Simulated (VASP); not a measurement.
ZnSe3:

```
Zn Se
1.0
     4.56919    0.00000    0.00000
     0.00000    4.56919    0.00000
     0.00000    0.00000    4.56919
Zn Se
1 3
Direct
  0.00000 0.00000 0.00000
  0.50000 0.00000 0.50000
  0.00000 0.50000 0.50000
  0.50000 0.50000 0.00000
```

The cell was built from a structure type or drawn by symmetry, and may not be a known phase.

- Program: VASP 6.6.1
- Task: relaxation of cell and atoms
- Functional: PBE
- Potentials or basis: VASP PAW PBE potentials, release 64 (Zn, Se)
- Cutoff: 500 eV
- k mesh: 4 × 4 × 4
- Occupations: gaussian, width 0.1 eV
- Spin: no spin polarisation

At the start: pressure -6.9 GPa; volume 23.85 Å³/atom.

Problem. How do energy, volume and symmetry change on relaxing?

Solution. Over 3 steps the energy falls by 89.9 meV/atom and the volume is 20.28 Å³/atom (-15.0 %); space group Pm-3m (No. 221, to 0.1 Å) before and after.

Step by step:
| step | energy change (eV) | largest force (eV/Å) | pressure (GPa) | volume (Å³) |
| --- | --- | --- | --- | --- |
| 1 | 0.0000 | 0.0000 | -6.87 | 95.39 |
| 2 | -0.3576 | 0.0000 | -0.66 | 81.97 |
| 3 | -0.3594 | 0.0000 | -0.03 | 81.12 |

Final structure:
```cif
data_structure
_symmetry_space_group_name_H-M 'P 1'
_symmetry_Int_Tables_number 1
_cell_length_a 4.3288
_cell_length_b 4.3288
_cell_length_c 4.3288
_cell_angle_alpha 90.000
_cell_angle_beta 90.000
_cell_angle_gamma 90.000
_cell_volume 81.12
loop_
_atom_site_label
_atom_site_type_symbol
_atom_site_fract_x
_atom_site_fract_y
_atom_site_fract_z
_atom_site_occupancy
Zn1 Zn 0.00000 0.00000 0.00000 1
Se1 Se 0.50000 0.00000 0.50000 1
Se2 Se 0.00000 0.50000 0.50000 1
Se3 Se 0.50000 0.50000 0.00000 1
```
